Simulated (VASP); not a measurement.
# In3Sb (Fm-3m) in VASP: a series of runs

Runs on In3Sb. Level: PBEsol. Tasks: single point.

Program: VASP 6.6.1. These are calculated values, not measurements. Logs are shortened: lines on timing, memory, paths and dates and some standing lists are left out, and cuts for length are marked.

### Step 1. The cell of the first run

The structure is cubic, space group Fm-3m (No. 225). The conventional cell has a = 6.775 Å, b = 6.775 Å, c = 6.775 Å, α = 90.00°, β = 90.00°, γ = 90.00°. Sb (site symmetry m-3m) has 14 In at 2.93 to 3.39 Å within 3.9 Å. Within 3.9 Å of In (site symmetry m-3m) lie 8 In at 2.93 Å and 6 Sb at 3.39 Å. Within 3.9 Å of In (site symmetry -43m) lie 4 Sb at 2.93 Å and 10 In at 2.93 to 3.39 Å.

### Step 2. Single point, PBEsol

INCAR reads:

```
SYSTEM = In3Sb
PREC = Accurate ; ENCUT = 500
EDIFF = 1E-6 ; ISMEAR = 0
SIGMA = 0.01 ; LREAL = .FALSE.
LASPH = .TRUE. ; NELM = 120
ALGO = Normal ; ISIF = 2
LWAVE = .FALSE. ; LCHARG = .TRUE.
GGA = PS ; LELF = .TRUE.
LVHAR = .TRUE. ; NBANDS = 30
GGA_COMPAT = .FALSE.
```

KPOINTS reads:

```
Automatic mesh
0
G
  5 5 5
  0 0 0
```

POSCAR reads:

```
In3Sb
1.0
    0.0000000000      3.3873907742      3.3873907742
    3.3873907742      0.0000000000      3.3873907742
    3.3873907742      3.3873907742      0.0000000000
Sb In
1 3
Direct
    0.0000000000      0.0000000000      0.0000000000
    0.5000000000      0.5000000000      0.5000000000
    0.2500000000      0.2500000000      0.2500000000
    0.7500000000      0.7500000000      0.7500000000
```

Potentials or basis: VASP PAW PBE potentials, release 64 (Sb, In_d).

Run with:

```
> cat potpaw_PBE.64/Sb/POTCAR potpaw_PBE.64/In_d/POTCAR > POTCAR
> mpirun -np 1 vasp_std > vasp.out
```

OUTCAR:

```text
SYSTEM = In3Sb
   PREC = Accurate
   ENCUT = 500
   EDIFF = 1E-6
   ISMEAR = 0
   LREAL = .FALSE.
   LASPH = .TRUE.
   NELM = 120
   ISIF = 2
   GGA = PS

 ion  position               nearest neighbor table
   1  0.000  0.000  0.000-   4 2.93   4 2.93   4 2.93   3 2.93   4 2.93   3 2.93   3 2.93   3 2.93
                             2 3.39   2 3.39   2 3.39   2 3.39   2 3.39   2 3.39
   2  0.500  0.500  0.500-   3 2.93   3 2.93   3 2.93   3 2.93   4 2.93   4 2.93   4 2.93   4 2.93
                             1 3.39   1 3.39   1 3.39   1 3.39   1 3.39   1 3.39
   3  0.250  0.250  0.250-   1 2.93   1 2.93   1 2.93   1 2.93   2 2.93   2 2.93   2 2.93   2 2.93
                             4 3.39   4 3.39   4 3.39   4 3.39   4 3.39   4 3.39
   4  0.750  0.750  0.750-   2 2.93   2 2.93   2 2.93   1 2.93   2 2.93   1 2.93   1 2.93   1 2.93
                             3 3.39   3 3.39   3 3.39   3 3.39   3 3.39   3 3.39

  LATTYP: Found a face centered cubic cell.
 ALAT       =     6.7747815484

  Lattice vectors:

 A1 = (   0.0000000000,   3.3873907742,   3.3873907742)
 A2 = (   3.3873907742,   0.0000000000,   3.3873907742)
 A3 = (   3.3873907742,   3.3873907742,   0.0000000000)

Analysis of symmetry for initial positions (statically):
=====================================================================
 Subroutine PRICEL returns:
 Original cell was already a primitive cell.

 Routine SETGRP: Setting up the symmetry group for a
 face centered cubic supercell.

 Subroutine GETGRP returns: Found 48 space group operations
 (whereof 48 operations were pure point group operations)
 out of a pool of 48 trial point group operations.

The static configuration has the point symmetry O_h .

Analysis of symmetry for dynamics (positions and initial velocities):
=====================================================================
 Subroutine PRICEL returns:
 Original cell was already a primitive cell.

 Routine SETGRP: Setting up the symmetry group for a
 face centered cubic supercell.

 Subroutine GETGRP returns: Found 48 space group operations
 (whereof 48 operations were pure point group operations)
 out of a pool of 48 trial point group operations.

The dynamic configuration has the point symmetry O_h .

 Subroutine INISYM returns: Found 48 space group operations
 (whereof 48 operations are pure point group operations),
 and found     1 'primitive' translations

----------------------------------------------------------------------------------------

                                     Primitive cell

[... 79 lines left out ...]
   EDIFF  = 0.1E-05   stopping-criterion for ELM
   LREAL  =      F    real-space projection
   EDIFFG = 0.1E-04   stopping-criterion for IOM
   NSW    =      0    number of steps for IOM
   IBRION =     -1    ionic relax: 0-MD 1-quasi-New 2-CG
   NFREE  =      0    steps in history (QN), initial steepest desc. (CG)
   ISIF   =      2    stress and relaxation
   ISYM   =      2    0-nonsym 1-usesym 2-fastsym
   POTIM  = 0.5000    time-step for ionic-motion
   TEBEG  =    0.0;   TEEND  =   0.0 temperature during run
   PSTRESS=    0.0 pullay stress
   NELECT =      44.0000    total number of electrons
   NUPDOWN=      -1.0000    fix difference up-down
   EMIN   =  10.00;   EMAX   =-10.00  energy-range for DOS
   EFERMI =   0.00;   METHOD = LEGACY
   ISMEAR =     0;   SIGMA  =   0.01  broadening in eV -4-tet -1-fermi 0-gaus
   EFERMI_NEDOS =   21; number of points for ismear=-14 and -15
   IALGO  =     38    algorithm
   IMIX   =      4    mixing-type and parameters
     AMIX     =   0.40;   BMIX     =  1.00
     AMIX_MAG =   1.60;   BMIX_MAG =  1.00
  volume/ion in A,a.u.               =      19.43       131.15
  Fermi-wavevector in a.u.,A,eV,Ry     =   1.354203  2.559073 24.951257  1.833866
  Thomas-Fermi vector in A             =   2.481394
   LORBIT       =      0    0 simple, 1 ext, 2 COOP (PROOUT), +10 PAW based schemes
   GGA     = PS    functional components
   LHFCALC =     F    Hartree Fock is set to
   AEXX    =    0.0000 exact exchange contribution
   IVDW    =     0    specifies the selected vdW correction
   LEPSILON=     F    determine dielectric tensor
   LRPA    =     F    only Hartree local field effects (RPA)
 non-spin polarized calculation
 Gauss-broadening in eV      SIGMA  =   0.01
  energy-cutoff  :      500.00
  volume of cell :       77.74
 maximum number of plane-waves:      1989
   NGX = 17   NGY = 17   NGZ = 17

 number of electron      43.9999978 magnetization

 Free energy of the ion-electron system (eV)
  ---------------------------------------------------
  ext. energy  EPLUGINS =         0.00000000
  ---------------------------------------------------
  free energy    TOTEN  =       -11.67266631 eV

  energy without entropy =      -11.67160679  energy(sigma->0) =      -11.67213655

 E-fermi :  11.7006     XC(G=0): -11.8805

 val. band max:       11.5127224416   @ k =  -0.2000   0.2000   0.0000
 cond. band min:      11.7020708464   @ k =  -0.4000   0.2000   0.0000
 fundamental gap:      0.1893484048
 Fermi energy:        11.7005828930

 k-point     1 :       0.0000    0.0000    0.0000
  band No.  band energies     occupation
      1      -3.4937      2.00000
      2      -3.4937      2.00000
      3      -3.3331      2.00000
      4      -3.3331      2.00000
      5      -3.3331      2.00000
      6      -3.2793      2.00000
[... 319 lines left out ...]
     29      18.9190      0.00000
     30      19.7830      0.00000

------------------------ aborting loop because EDIFF is reached ----------------------------------------

  FORCE on cell =-STRESS in cart. coord.  units (eV):
  Direction    XX          YY          ZZ          XY          YZ          ZX
  --------------------------------------------------------------------------------------
  -------------------------------------------------------------------------------------
  Total       14.6469902     14.6469902     14.6469902     -0.0000000      0.0000000     -0.0000000
  in kB      301.8791210    301.8791210    301.8791210     -0.0000000      0.0000000     -0.0000000
  external PRESSURE =     301.8791210 kB  Pullay stress =       0.0000000 kB

 VOLUME and BASIS-vectors are now :
 -----------------------------------------------------------------------------
  energy-cutoff  :      500.00
  volume of cell :       77.74
      direct lattice vectors                 reciprocal lattice vectors
     0.000000000  3.387390774  3.387390774    -0.147606235  0.147606235  0.147606235
     3.387390774  0.000000000  3.387390774     0.147606235 -0.147606235  0.147606235
     3.387390774  3.387390774  0.000000000     0.147606235  0.147606235 -0.147606235

 POSITION                                       TOTAL-FORCE (eV/Angst)
 -----------------------------------------------------------------------------------
      0.00000      0.00000      0.00000        -0.000000     -0.000000     -0.000000
      3.38739      3.38739      3.38739        -0.000000     -0.000000     -0.000000
      1.69370      1.69370      1.69370         0.000000      0.000000      0.000000
      5.08109      5.08109      5.08109        -0.000000     -0.000000      0.000000
 -----------------------------------------------------------------------------------
    total drift:                                0.000000      0.000000      0.000000

  FREE ENERGIE OF THE ION-ELECTRON SYSTEM (eV)
  ---------------------------------------------------
  free  energy   TOTEN  =       -11.6726663125 eV

  energy  without entropy=      -11.6716067880  energy(sigma->0) =      -11.67213655
```

OSZICAR:

```text
N       E                     dE             d eps       ncg     rms          rms(c)
DAV:   1     0.408165437966E+03    0.40817E+03   -0.19743E+04   606   0.195E+03
DAV:   2     0.284746564254E+02   -0.37969E+03   -0.37155E+03   606   0.458E+02
DAV:   3    -0.103822137246E+02   -0.38857E+02   -0.37964E+02   674   0.166E+02
DAV:   4    -0.118548862760E+02   -0.14727E+01   -0.14703E+01   706   0.350E+01
DAV:   5    -0.119286378734E+02   -0.73752E-01   -0.73748E-01   896   0.625E+00    0.831E+00
DAV:   6    -0.117269839814E+02    0.20165E+00   -0.33333E-01   798   0.986E+00    0.415E+00
DAV:   7    -0.116777426694E+02    0.49241E-01   -0.10822E-01   850   0.460E+00    0.772E-01
DAV:   8    -0.116729365968E+02    0.48061E-02   -0.13428E-02   830   0.147E+00    0.284E-01
DAV:   9    -0.116726688955E+02    0.26770E-03   -0.83002E-04   916   0.353E-01    0.714E-02
DAV:  10    -0.116726648684E+02    0.40272E-05   -0.69438E-05   892   0.116E-01    0.203E-02
DAV:  11    -0.116726682685E+02   -0.34001E-05   -0.54641E-06   702   0.325E-02    0.604E-03
DAV:  12    -0.116726668730E+02    0.13955E-05   -0.48415E-07   390   0.118E-02    0.164E-03
DAV:  13    -0.116726663125E+02    0.56046E-06   -0.14673E-07   384   0.429E-03
   1 F= -.11672666E+02 E0= -.11672137E+02  d E =-.105952E-02
```

stdout:

```text
POSCAR found type information on POSCAR SbIn
 POSCAR found :  2 types and       4 ions
 scaLAPACK will be used
 -----------------------------------------------------------------------------
|                                                                             |
|                                                                             |
|     You enforced a specific xc type in the INCAR file but a different       |
|     I HOPE YOU KNOW WHAT YOU ARE DOING!                                     |
|                                                                             |
 -----------------------------------------------------------------------------

 LDA part: xc-table for (Slater+PW92), standard interpolation
 POSCAR, INCAR and KPOINTS ok, starting setup
 FFT: planning ... GRIDC
 FFT: planning ... GRID_SOFT
 FFT: planning ... GRID
 WAVECAR not read
 entering main loop
```

Wall time 18 s (1 thread of AMD EPYC 9R45 (Zen 5), shared host); peak memory 0.17 GiB.

Results:

```
Free energy            : -11.6727 eV
Pressure               : 30.2 GPa
Band gap on the k mesh : zero (bands 22 and 23 overlap by 4.35 eV)
```

Caveat: the cell stands under pressure; the PAW data sets were made with another functional, which shifts forces and pressure a little; spin-orbit coupling is left out, which moves the levels of the heavy elements.

[end of part 1 of 2]
